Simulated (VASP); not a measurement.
Cr, 1 atom in the cell. It takes space group Pm-3m (No. 221, cubic). The conventional cell has a = 2.006 Å, b = 2.006 Å, c = 2.006 Å, α = 90.00°, β = 90.00°, γ = 90.00°. Cr (site symmetry m-3m) has 6 Cr at 2.01 Å within 2.7 Å. 

```yaml
Program: VASP 6.6.1
Task: single point
Functional: LDA
Potentials_or_basis: VASP PAW LDA potentials, release 64 (Cr_pv)
Cutoff: 520 eV
k_mesh: 19 × 19 × 19
Occupations: fermi-dirac, width 0.1 eV
Spin: collinear spin, ferromagnetic start
Starting_moments: "[2.0] μB"
Dipole_correction: no
Further_INCAR_settings: ALGO = Normal; EDIFF = 1e-07; NBANDS = 16
```

Potentials or basis: VASP PAW LDA potentials, release 64 (Cr_pv).

Launch:

```console
$ cat potpaw_LDA.64/Cr_pv/POTCAR > POTCAR
$ mpirun -np 1 vasp_std > vasp.out
```

Hardware: 1 thread of Intel(R) Xeon(R) Platinum 8259CL CPU @ 2.50GHz (Skylake/Cascade Lake), with other jobs on the host.

Q: Estimate the wall time of this run.

A: It took 22 s on 1 thread of Intel(R) Xeon(R) Platinum 8259CL CPU @ 2.50GHz (Skylake/Cascade Lake), on a shared host, peak memory 0.15 GiB. Counts: scf iterations 13, k points 220.
